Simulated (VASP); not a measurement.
**Ta5Ru: single point with PBE**

Crystal: Ta5Ru.

```
Ta Ru
1.0
     3.24815    0.00000    0.00000
     0.00000    3.24815    0.00000
     0.00000    0.00000    9.93252
Ta Ru
5 1
Direct
  0.00000 0.00000 0.16926
  0.50000 0.50000 0.34096
  0.50000 0.50000 0.65904
  0.00000 0.00000 0.83074
  0.50000 0.50000 0.00000
  0.00000 0.00000 0.50000
```

```
Program             : VASP 6.6.1
Task                : single point
Functional          : PBE
Potentials or basis : VASP PAW PBE potentials, release 64 (Ta_pv, Ru_pv)
Cutoff              : 520 eV
k mesh              : 6 × 6 × 2
Occupations         : gaussian, width 0.1 eV
Spin                : no spin polarisation
```

```yaml
Pressure: 0.2 GPa
Largest_force: 0.038 eV/Å
```

Forces in eV/Å, atoms in the order of the input:
```
Ta   0.000  0.000  0.024
Ta   0.000  0.000  0.038
Ta   0.000  0.000 -0.038
Ta   0.000  0.000 -0.024
Ta   0.000  0.000  0.000
Ru   0.000  0.000  0.000
```

Stress tensor (GPa, compression positive):
```
0.30 0.00 0.00
0.00 0.30 0.00
0.00 0.00 0.05
```

Levels at points of the mesh, in eV from the Fermi level:
```tsv
k point	band 31	band 32	band 33	band 34	band 35	band 36	band 37	band 38
(0.00, 0.00, 0.00)	-0.13	0.28	0.28	0.54	0.54	0.56	1.37	1.60
(0.50, 0.00, 0.00)	-0.64	-0.43	-0.11	-0.08	0.28	0.43	0.61	0.75
(0.50, 0.50, 0.00)	-0.72	-0.72	-0.69	-0.69	-0.14	0.30	1.44	1.44
(0.00, 0.00, 0.50)	-1.35	0.29	0.29	0.83	0.83	1.04	1.04	1.19
(0.50, 0.00, 0.50)	-0.83	-0.60	-0.29	-0.02	0.23	0.37	1.17	1.24
(0.50, 0.50, 0.50)	-1.60	-1.60	-0.14	0.24	0.47	0.47	0.78	0.78
```

It took 43 s on 1 thread of Intel(R) Xeon(R) 6975P-C (Granite Rapids), with other jobs on the host, peak memory 0.23 GiB.

Caveat: spin-orbit coupling is left out, which moves the levels of the heavy elements.
